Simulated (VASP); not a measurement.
Input of a VASP 6.6.1 run:

INCAR

```
PREC = Accurate ; ENCUT = 520
EDIFF = 1E-6 ; ISMEAR = -1
SIGMA = 0.1 ; LREAL = False
LASPH = True ; NELM = 100
ALGO = Normal ; ISIF = 2
LWAVE = False ; LCHARG = False
NBANDS = 10
```

File KPOINTS:

```
regular mesh
0
Gamma
  10 10 10
```

Contents of POSCAR:

```
K
1.0
    0.0000000000      3.2283195042      3.2283195042
    3.2283195042      0.0000000000      3.2283195042
    3.2283195042      3.2283195042      0.0000000000
K
1
Direct
    0.0000000000      0.0000000000      0.0000000000
```

Potentials or basis: VASP PAW LDA potentials, release 64 (K_sv).

Run with:

```console
$ cat potpaw_LDA.64/K_sv/POTCAR > POTCAR
$ mpirun -np 1 vasp_std > vasp.out
```

**Question.** Estimate the pressure.

**Answer.** -0.2 GPa.

**Question.** What does it give for the band gap on the k mesh?

**Answer.** Zero (an odd number of electrons rules out a gap without spin polarisation).
